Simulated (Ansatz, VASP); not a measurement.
**One calculation of EuO, two programs**

The input INCAR:

```
PREC     = Accurate       # precision mode
ENCUT    = 600            # plane-wave cutoff, eV
EDIFF    = 1E-6           # SCF threshold, eV
ISMEAR   = 0              # smearing method
SIGMA    = 0.05           # smearing width, eV
LREAL    = F              # projectors in reciprocal space
LASPH    = T              # aspherical terms in the spheres
NELM     = 200            # most SCF steps
ALGO     = Normal         # electronic algorithm
ISIF     = 2              # what is computed and relaxed
LWAVE    = F              # write WAVECAR
LCHARG   = F              # write CHGCAR
ISPIN    = 2              # spin polarisation
MAGMOM   = 7.43 0         # initial moments
LORBIT   = 11             # projections on sites
LMAXMIX  = 6              # l up to which the mixer works
LDAU     = T              # DFT+U
LDAUTYPE = 2            
LDAUL    = 3 -1           # shell
LDAUU    = 6 0            # U, eV
LDAUJ    = 0 0          
LDAUPRINT= 1            
GGA      = CA             # functional
NBANDS   = 22             # bands
GGA_COMPAT= F
```

KPOINTS

```
regular mesh
0
Gamma
  8 8 8
```

The input POSCAR:

```
EuO
1.0
    0.0000000000      2.5719519658      2.5719519658
    2.5719519658      0.0000000000      2.5719519658
    2.5719519658      2.5719519658      0.0000000000
Eu O
1 1
Direct
    0.5000000000      0.5000000000      0.5000000000
    0.0000000000      0.0000000000      0.0000000000
```

Input for Ansatz:

```yaml
crystal:
  lattice:
    - [0.0, 2.5719519658, 2.5719519658]
    - [2.5719519658, 0.0, 2.5719519658]
    - [2.5719519658, 2.5719519658, 0.0]
  atoms:
    - { symbol: Eu, position: [0.5, 0.5, 0.5], spin: 7.43 }
    - { symbol: O, position: [0.0, 0.0, 0.0] }
basis:
  ecutwfc: 420
  ecutrho_ratio: 4
kpoints:
  mp_grid: { grid: [8, 8, 8] }
hamiltonian:
  xc: lda
  hubbard: { sites: [{ species: Eu, l: f, u_eff: 6.0 }] }
scf:
  occupations: { method: gaussian, width: 0.05 }
  lower_state_search: "off"
output:
  forces: true
  stress: true
  eigenvalues: true
  populations: true
  hubbard: { sites: [{ species: Eu, l: f }] }
magnetization:
  spin_polarized: true
checkpoint:
  read: start.run
  write: ck
  compress: false
  write_wavefunctions: false
  write_every: 100000
```

Alike in both runs: task single point; functional LDA; k mesh 8 × 8 × 8; occupations gaussian, width 0.05 eV; collinear spin; Hubbard terms Eu f U = 6.0 eV.

|  | VASP | Ansatz |
| --- | --- | --- |
| version | VASP 6.6.1 | Ansatz 0.2.0 |
| potentials or method | VASP PAW PBE potentials, release 64 (Eu, O), cutoff 600 eV | scalar-relativistic, plane waves, PAW |
| valence electrons in the cell | 23 | 23 |

|  | VASP | Ansatz | Ansatz less VASP |
| --- | --- | --- | --- |
| pressure (GPa) | -7.2 | -6.8 | +0.39 |
| net moment per atom (μB) | 3.50 | 3.50 | 0.000 |
| size of the moment on the site where the two differ most (μB) | 0.08 | 0.07 | -0.010 |

VASP's potentials were made for PBE, not for LDA. LDA's correlation is that of Perdew and Zunger in VASP and of Perdew and Wang (1992) in Ansatz. Site moments also hang on the region over which each program counts them. The programs project onto different local orbitals, so the same U acts differently, and such runs can settle in different states.

Neither program's run includes spin-orbit coupling.
